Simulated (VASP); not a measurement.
A run of VASP 6.6.1 is set up as follows.

INCAR

```
PREC = Accurate
ENCUT = 520
EDIFF = 1E-6
ISMEAR = 0
SIGMA = 0.1
LREAL = Auto
LASPH = True
NELM = 60
ALGO = Normal
ISIF = 2
LWAVE = False
LCHARG = False
GGA = CA
NBANDS = 124
```

Contents of KPOINTS:

```
Automatic mesh
0
Gamma
  3 3 2
```

Contents of POSCAR:

```
Mo4Rh11
1.0
    2.7709730000      4.7994610000      0.0000000000
   -2.7709730000      4.7994610000      0.0000000000
    0.0000000000      0.0000000000      8.8370480000
Mo Rh
4 11
Direct
    0.3491176207      0.3282711527      0.1273730775
    0.6726488579      0.6782461697      0.3746729677
    0.3089553074      0.3293636622      0.6270476295
    0.6762893693      0.6461970516      0.8726582678
    0.8329207521      0.8241722006      0.1223811390
    0.1557316625      0.6794231601      0.3805477802
    0.3405730041      0.8194805936      0.1251420158
    0.1842801427      0.1684275884      0.3726513650
    0.8346831313      0.3226489108      0.1314721839
    0.8391799121      0.8264194125      0.6313831270
    0.1726424995      0.6623545970      0.8731619428
    0.3243791461      0.8469205061      0.6259521279
    0.1688837240      0.1686664718      0.8831640385
    0.6701260589      0.2191873453      0.4126952801
    0.6667019233      0.1749421696      0.8758971322
```

Potentials or basis: VASP PAW LDA potentials, release 64 (Mo_sv, Rh_pv).

The run is started by

```console
$ cat potpaw_LDA.64/Mo_sv/POTCAR potpaw_LDA.64/Rh_pv/POTCAR > POTCAR
$ mpirun -np 1 vasp_std > vasp.out
```

(1) What does it give for the largest force?

(2) Predict the pressure.

(3) Predict the band gap on the k mesh.

## Answers

(1) 1.025 eV/Å.

(2) -23.0 GPa.

(3) zero (an odd number of electrons rules out a gap without spin polarisation).

Caveat: the k points lie up to 0.44 Å⁻¹ apart, too coarse for converged energies and pressures of a metal.
